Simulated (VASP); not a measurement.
# SrO (Fm-3m) in VASP: notebook

SrO is run at these levels: r2SCAN; tasks: single point.

Program: VASP 6.6.1. These are calculated values, not measurements. Logs are shortened: lines on timing, memory, paths and dates and some standing lists are left out, and cuts for length are marked.

### Step 1. The cell of the first run

It takes space group Fm-3m (No. 225, cubic). Conventional cell: a = 5.211 Å, b = 5.211 Å, c = 5.211 Å, α = 90.00°, β = 90.00°, γ = 90.00°. Within 3.4 Å of Sr (site symmetry m-3m) lie 6 O at 2.61 Å. O (site symmetry m-3m) has 6 Sr at 2.61 Å within 3.4 Å.

### Step 2. Single point, r2SCAN, non-collinear spin, zero start, spin-orbit coupling (strain +1.0%)

Input file POSCAR:

```
SrO
1.0
    0.0000000000      2.6056912491      2.6056912491
    2.6056912491      0.0000000000      2.6056912491
    2.6056912491      2.6056912491      0.0000000000
Sr O
1 1
Direct
    0.0000000000      0.0000000000      0.0000000000
    0.5000000000      0.5000000000      0.5000000000
```

Input file INCAR.step1:

```
SYSTEM = SrO
ALGO = Normal ; EDIFF = 1E-4
ENCUT = 520 ; GGA = PE
GGA_COMPAT = .FALSE. ; ISMEAR = 0
LASPH = .TRUE. ; LCHARG = .FALSE.
LREAL = .FALSE. ; LSORBIT = .TRUE.
LWAVE = .TRUE. ; MAGMOM = 0 0 0 0 0 0
NBANDS = 28 ; NELM = 150
PREC = Accurate ; SIGMA = 0.01
```

Input file INCAR.step2:

```
SYSTEM = SrO
ALGO = Normal ; EDIFF = 1E-7
ENCUT = 520 ; GGA_COMPAT = .FALSE.
ISIF = 2 ; ISMEAR = 0
ISTART = 1 ; LASPH = .TRUE.
LCHARG = .FALSE. ; LMIXTAU = .TRUE.
LORBIT = 11 ; LORBMOM = .TRUE.
LREAL = .FALSE. ; LSORBIT = .TRUE.
LWAVE = .FALSE. ; MAGMOM = 0 0 0 0 0 0
METAGGA = R2SCAN ; NBANDS = 28
NELM = 150 ; PREC = Accurate
SIGMA = 0.01
```

Input file KPOINTS:

```
k-points
0
G
  8 8 8
  0 0 0
```

Potentials or basis: VASP PAW PBE potentials, release 64 (Sr_sv, O).

Command:

```sh
> cat potpaw_PBE.64/Sr_sv/POTCAR potpaw_PBE.64/O/POTCAR > POTCAR
> cp INCAR.step1 INCAR
> mpirun -np 1 vasp_ncl > vasp.out
> cp INCAR.step2 INCAR
> mpirun -np 1 vasp_ncl > vasp.out
```

OUTCAR:

```text
SYSTEM = SrO
   EDIFF = 1E-7
   ENCUT = 520
   ISIF = 2
   ISMEAR = 0
   ISTART = 1
   LASPH = .TRUE.
   LORBIT = 11
   LREAL = .FALSE.
   LSORBIT = .TRUE.
   METAGGA = R2SCAN
   NELM = 150
   PREC = Accurate

 ion  position               nearest neighbor table
   1  0.000  0.000  0.000-   2 2.61   2 2.61   2 2.61   2 2.61   2 2.61   2 2.61
   2  0.500  0.500  0.500-   1 2.61   1 2.61   1 2.61   1 2.61   1 2.61   1 2.61

  LATTYP: Found a face centered cubic cell.
 ALAT       =     5.2113824982

  Lattice vectors:

 A1 = (   0.0000000000,   2.6056912491,   2.6056912491)
 A2 = (   2.6056912491,   0.0000000000,   2.6056912491)
 A3 = (   2.6056912491,   2.6056912491,   0.0000000000)

Analysis of symmetry for initial positions (statically):
=====================================================================
 Subroutine PRICEL returns:
 Original cell was already a primitive cell.

 Routine SETGRP: Setting up the symmetry group for a
 face centered cubic supercell.

 Subroutine GETGRP returns: Found 48 space group operations
 (whereof 48 operations were pure point group operations)
 out of a pool of 48 trial point group operations.

The static configuration has the point symmetry O_h .

Analysis of symmetry for dynamics (positions and initial velocities):
=====================================================================
 Subroutine PRICEL returns:
 Original cell was already a primitive cell.

 Routine SETGRP: Setting up the symmetry group for a
 face centered cubic supercell.

 Subroutine GETGRP returns: Found 48 space group operations
 (whereof 48 operations were pure point group operations)
 out of a pool of 48 trial point group operations.

The dynamic configuration has the point symmetry O_h .

Analysis of structural, dynamic, and magnetic symmetry:
=====================================================================
 Subroutine PRICEL returns:
 Original cell was already a primitive cell.

 Routine SETGRP: Setting up the symmetry group for a
 face centered cubic supercell.

 Subroutine GETGRP returns: Found 48 space group operations
 (whereof 48 operations were pure point group operations)
 out of a pool of 48 trial point group operations.

The overall configuration has the point symmetry O_h .

 Subroutine INISYM returns: Found 48 space group operations
 (whereof 48 operations are pure point group operations),
 and found     1 'primitive' translations

----------------------------------------------------------------------------------------

                                     Primitive cell

  volume of cell :      35.3833

  direct lattice vectors                    reciprocal lattice vectors
     0.000000000  2.605691249  2.605691249    -0.191887661  0.191887661  0.191887661
     2.605691249  0.000000000  2.605691249     0.191887661 -0.191887661  0.191887661
     2.605691249  2.605691249  0.000000000     0.191887661  0.191887661 -0.191887661

  length of vectors
     3.685003904  3.685003904  3.685003904     0.332359179  0.332359179  0.332359179

  position of ions in fractional coordinates (direct lattice)
     0.000000000  0.000000000  0.000000000
     0.500000000  0.500000000  0.500000000

  ion indices of the primitive-cell ions
   primitive index   ion index
                 1           1
                 2           2

----------------------------------------------------------------------------------------

 KPOINTS: k-points

Automatic generation of k-mesh.
 Grid dimensions read from file:
 generate k-points for:    8    8    8

 Generating k-lattice:

  Cartesian coordinates                     Fractional coordinates (reciprocal lattice)
    -0.023985958  0.023985958  0.023985958     0.125000000  0.000000000  0.000000000
     0.023985958 -0.023985958  0.023985958     0.000000000  0.125000000  0.000000000
     0.023985958  0.023985958 -0.023985958     0.000000000  0.000000000  0.125000000

[... 91 lines left out ...]
   NGX = 13   NGY = 13   NGZ = 13

 number of electron      16.0000001 magnetization       0.0000000      0.0000000      0.0000000

 number of electron      16.0000001 magnetization      -0.0000000     -0.0000000      0.0000000

 number of electron      16.0000001 magnetization      -0.0000000     -0.0000000     -0.0000000

 number of electron      16.0000001 magnetization       0.0000000      0.0000000     -0.0000000

 Free energy of the ion-electron system (eV)
  ---------------------------------------------------
  ext. energy  EPLUGINS =         0.00000000
  ---------------------------------------------------
  free energy    TOTEN  =       -27.13199393 eV

  energy without entropy =      -27.13199393  energy(sigma->0) =      -27.13199393

 E-fermi :   1.3242     XC(G=0): -10.3807

 val. band max:        1.1778414462   @ k =   0.0000   0.0000   0.0000
 cond. band min:       4.9190533637   @ k =   0.5000   0.5000   0.0000
 fundamental gap:      3.7412119174
 Fermi energy:         1.3241827572

 k-point     1 :       0.0000    0.0000    0.0000
  band No.  band energies     occupation
      1     -32.4566      1.00000
      2     -32.4566      1.00000
      3     -14.8198      1.00000
      4     -14.8198      1.00000
      5     -14.2899      1.00000
      6     -14.2899      1.00000
[... 733 lines left out ...]
     27      14.4155      0.00000
     28      14.4155      0.00000

 [... further k-points ...]
[... 5 lines left out ...]
  --------------------------------------------------------------------------------------
  -------------------------------------------------------------------------------------
  Total       -0.4783093     -0.4783093     -0.4783093      0.0000000      0.0000000      0.0000000
  in kB      -21.6581093    -21.6581093    -21.6581093      0.0000000      0.0000000      0.0000000
  external PRESSURE =     -21.6581093 kB  Pullay stress =       0.0000000 kB

 VOLUME and BASIS-vectors are now :
 -----------------------------------------------------------------------------
  energy-cutoff  :      520.00
  volume of cell :       35.38
      direct lattice vectors                 reciprocal lattice vectors
     0.000000000  2.605691249  2.605691249    -0.191887661  0.191887661  0.191887661
     2.605691249  0.000000000  2.605691249     0.191887661 -0.191887661  0.191887661
     2.605691249  2.605691249  0.000000000     0.191887661  0.191887661 -0.191887661

 POSITION                                       TOTAL-FORCE (eV/Angst)
 -----------------------------------------------------------------------------------
      0.00000      0.00000      0.00000        -0.000000      0.000000     -0.000000
      2.60569      2.60569      2.60569         0.000000     -0.000000      0.000000
 -----------------------------------------------------------------------------------
    total drift:                                0.000000      0.000000      0.000000

  FREE ENERGIE OF THE ION-ELECTRON SYSTEM (eV)
  ---------------------------------------------------
  free  energy   TOTEN  =       -27.1319939306 eV

  energy  without entropy=      -27.1319939306  energy(sigma->0) =      -27.13199393

 orbital moment (x)

 # of ion     p       d       tot
 ----------------------------------------
  1         0.000  -0.000  -0.000
  2         0.000   0.000   0.000
 ----------------------------------------
            0.000  -0.000  -0.000

 orbital moment (y)

 # of ion     p       d       tot
 ----------------------------------------
  1         0.000  -0.000  -0.000
  2         0.000   0.000   0.000
 ----------------------------------------
            0.000  -0.000  -0.000

 orbital moment (z)

 # of ion     p       d       tot
 ----------------------------------------
  1         0.000   0.000   0.000
  2        -0.000   0.000  -0.000
 ----------------------------------------
           -0.000   0.000  -0.000

 Spin-Orbit-Coupling matrix elements

 Ion:    1  E_soc:     -0.1628915
 l=   1
     0.0000000    -0.0271257    -0.0271257
    -0.0271257     0.0000000    -0.0271257
    -0.0271257    -0.0271257     0.0000000
 l=   2
     0.0000000    -0.0000014     0.0000000    -0.0000014    -0.0000215
    -0.0000014     0.0000000    -0.0000161    -0.0000014    -0.0000054
     0.0000000    -0.0000161     0.0000000    -0.0000161     0.0000000
    -0.0000014    -0.0000014    -0.0000161     0.0000000    -0.0000054
    -0.0000215    -0.0000054     0.0000000    -0.0000054     0.0000000
 l=   3
     0.0000000     0.0000000     0.0000000     0.0000000     0.0000000     0.0000000     0.0000000
     0.0000000     0.0000000     0.0000000     0.0000000     0.0000000     0.0000000     0.0000000
     0.0000000     0.0000000     0.0000000     0.0000000     0.0000000     0.0000000     0.0000000
     0.0000000     0.0000000     0.0000000     0.0000000     0.0000000     0.0000000     0.0000000
     0.0000000     0.0000000     0.0000000     0.0000000     0.0000000     0.0000000     0.0000000
     0.0000000     0.0000000     0.0000000     0.0000000     0.0000000     0.0000000     0.0000000
     0.0000000     0.0000000     0.0000000     0.0000000     0.0000000     0.0000000     0.0000000

 Ion:    2  E_soc:     -0.0002839
 l=   1
     0.0000000    -0.0000473    -0.0000473
    -0.0000473     0.0000000    -0.0000473
    -0.0000473    -0.0000473     0.0000000
 l=   2
     0.0000000     0.0000000     0.0000000     0.0000000     0.0000000
     0.0000000     0.0000000     0.0000000     0.0000000     0.0000000
     0.0000000     0.0000000     0.0000000     0.0000000     0.0000000
     0.0000000     0.0000000     0.0000000     0.0000000     0.0000000
     0.0000000     0.0000000     0.0000000     0.0000000     0.0000000
 l=   3
     0.0000000     0.0000000     0.0000000     0.0000000     0.0000000     0.0000000     0.0000000
     0.0000000     0.0000000     0.0000000     0.0000000     0.0000000     0.0000000     0.0000000
     0.0000000     0.0000000     0.0000000     0.0000000     0.0000000     0.0000000     0.0000000
     0.0000000     0.0000000     0.0000000     0.0000000     0.0000000     0.0000000     0.0000000
     0.0000000     0.0000000     0.0000000     0.0000000     0.0000000     0.0000000     0.0000000
     0.0000000     0.0000000     0.0000000     0.0000000     0.0000000     0.0000000     0.0000000
     0.0000000     0.0000000     0.0000000     0.0000000     0.0000000     0.0000000     0.0000000

 total charge

# of ion       s       p       d       tot
------------------------------------------
    1        2.012   5.911   0.223   8.147
    2        1.554   3.435   0.000   4.988
--------------------------------------------------
tot          3.566   9.346   0.223  13.135

 magnetization (x)

# of ion       s       p       d       tot
------------------------------------------
    1        0.000  -0.000   0.000  -0.000
    2       -0.000   0.000   0.000  -0.000
--------------------------------------------------
tot          0.000  -0.000   0.000  -0.000

 magnetization (y)

# of ion       s       p       d       tot
------------------------------------------
    1        0.000   0.000   0.000   0.000
    2       -0.000   0.000   0.000  -0.000
--------------------------------------------------
tot         -0.000   0.000   0.000   0.000

 magnetization (z)

# of ion       s       p       d       tot
------------------------------------------
    1        0.000   0.000   0.000   0.000
    2       -0.000  -0.000   0.000  -0.000
--------------------------------------------------
tot          0.000   0.000   0.000   0.000
```

Wall time 5 min (1 thread of AMD EPYC 9R45 (Zen 5), shared host); peak memory 0.28 GiB.

What came out:

- Free energy: -27.1320 eV
- Pressure: -2.2 GPa
- Net moment: 0.00 μB per cell
- Valence electrons inside the program's atomic spheres: Sr 8.15; O 4.99

Moments on the atoms (μB; x, y, z):
```
Sr  0.00 0.00 0.00
O   0.00 0.00 0.00
```

Caveat: the cell differs from its parent crystal (strain +1.0%); the PAW data sets were made with another functional, which shifts forces and pressure a little.

### Step 3. Single point, r2SCAN, non-collinear spin, zero start, spin-orbit coupling (strain +2.0%)

Input file POSCAR:

```
SrO
1.0
    0.0000000000      2.6314901724      2.6314901724
    2.6314901724      0.0000000000      2.6314901724
    2.6314901724      2.6314901724      0.0000000000
Sr O
1 1
Direct
    0.0000000000      0.0000000000      0.0000000000
    0.5000000000      0.5000000000      0.5000000000
```

Input file INCAR.step1:

```
PREC = Accurate ; ENCUT = 520
ISMEAR = 0 ; SIGMA = 0.01
LREAL = False ; LASPH = True
NELM = 150 ; LNONCOLLINEAR = True
MAGMOM = 0 0 0 0 0 0 ; LSORBIT = True
GGA_COMPAT = False ; NBANDS = 28
GGA = PE ; ALGO = Normal
EDIFF = 1E-4 ; LWAVE = True
LCHARG = False
```

Input file INCAR.step2:

```
PREC = Accurate ; ENCUT = 520
EDIFF = 1E-7 ; ISMEAR = 0
SIGMA = 0.01 ; LREAL = False
LASPH = True ; NELM = 150
ALGO = Normal ; ISIF = 2
LWAVE = False ; LCHARG = True
LNONCOLLINEAR = True ; MAGMOM = 0 0 0 0 0 0
LORBIT = 11 ; LSORBIT = True
GGA_COMPAT = False ; LORBMOM = True
METAGGA = R2SCAN ; LMIXTAU = True
LVHAR = True ; NBANDS = 28
ISTART = 1
```

Input file KPOINTS:

```
Automatic mesh
0
Gamma
  8 8 8
```

Potentials or basis: VASP PAW PBE potentials, release 64 (Sr_sv, O).

Command:

```sh
> cat potpaw_PBE.64/Sr_sv/POTCAR potpaw_PBE.64/O/POTCAR > POTCAR
> cp INCAR.step1 INCAR
> mpirun -np 1 vasp_ncl > vasp.out
> cp INCAR.step2 INCAR
> mpirun -np 1 vasp_ncl > vasp.out
```

Wall time 4 min (1 thread of AMD EPYC 9R45 (Zen 5), shared host); peak memory 0.28 GiB.

The run converged. Its results:

```yaml
Free_energy: -27.1106 eV
Pressure: -4.5 GPa
Net_moment: 0.00 μB per cell
Valence_electrons_inside_the_program's_atomic_spheres: Sr 8.13; O 4.98
```

Moments on the atoms (μB; x, y, z):
```
Sr  0.00 0.00 0.00
O   0.00 0.00 0.00
```

Caveat: the cell differs from its parent crystal (strain +2.0%); the cell stands under tension; the PAW data sets were made with another functional, which shifts forces and pressure a little.
